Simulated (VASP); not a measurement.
Set up this calculation in VASP 6.6.1, as the native input.

```
Task                   : single point
Functional             : PBE
Potentials or basis    : VASP PAW PBE potentials, release 64 (Be, F)
Cutoff                 : 520 eV
k mesh                 : 6 × 4 × 1
Occupations            : gaussian, width 0.1 eV
Spin                   : no spin polarisation
Dipole correction      : yes
Further INCAR settings : LREAL = Auto; ALGO = Normal; EDIFF = 1e-06; NBANDS = 46
```

The structure of Be24F lies in POSCAR:

```
Be24F
1.0
    4.5254381414      0.0000000000      0.0000000000
    0.0000000000      7.1336190818      0.0000000000
    0.0000000000      0.0000000000     19.8685529777
Be F
24 1
Direct
    0.0000000000      0.3750000000      0.2013231665
    0.0000000000      0.8750000000      0.2013231665
    0.5000000000      0.3750000000      0.2013231665
    0.5000000000      0.8750000000      0.2013231665
    0.2500000000      0.1250000000      0.2341987732
    0.2500000000      0.6250000000      0.2341987732
    0.7500000000      0.1250000000      0.2341987732
    0.7500000000      0.6250000000      0.2341987732
    0.2500000000      0.3750000000      0.2999499865
    0.2500000000      0.8750000000      0.2999499865
    0.7500000000      0.3750000000      0.2999499865
    0.7500000000      0.8750000000      0.2999499865
    0.0000000000      0.1250000000      0.3268353583
    0.0000000000      0.6250000000      0.3268353583
    0.5000000000      0.1250000000      0.3268353583
    0.5000000000      0.6250000000      0.3268353583
    0.0000000000      0.3750000000      0.3993099146
    0.0000000000      0.8750000000      0.3993099146
    0.5000000000      0.3750000000      0.3993099146
    0.5000000000      0.8750000000      0.3993099146
    0.2500000000      0.1250000000      0.4211958962
    0.2500000000      0.6250000000      0.4211958962
    0.7500000000      0.1250000000      0.4211958962
    0.7500000000      0.6250000000      0.4211958962
    0.4166666667      0.2500000000      0.4781339542
```

The input as run:

INCAR

```
PREC = Accurate
ENCUT = 520
EDIFF = 1E-6
ISMEAR = 0
SIGMA = 0.1
LREAL = Auto
LASPH = True
NELM = 80
ALGO = Normal
ISIF = 2
LWAVE = False
LCHARG = False
LDIPOL = True
IDIPOL = 3
DIPOL = 0.5 0.5 0.320
GGA = PE
NBANDS = 46
```

KPOINTS

```
regular mesh
0
Gamma
  6 4 1
```

Potentials or basis: VASP PAW PBE potentials, release 64 (Be, F).

Command:

```bash
$ cat potpaw_PBE.64/Be/POTCAR potpaw_PBE.64/F/POTCAR > POTCAR
$ mpirun -np 1 vasp_std > vasp.out
```

Results of the run:

| Quantity | Value |
| --- | --- |
| Largest force | 1.110 eV/Å |
| Band gap on the k mesh | zero (an odd number of electrons rules out a gap without spin polarisation) |

Caveat: an odd number of electrons without spin polarisation forces a metal; a magnetic or distorted state may lie lower.

Run time: 14 min on 1 thread of AMD EPYC 7R13, on a shared host, peak memory 0.7 GiB.
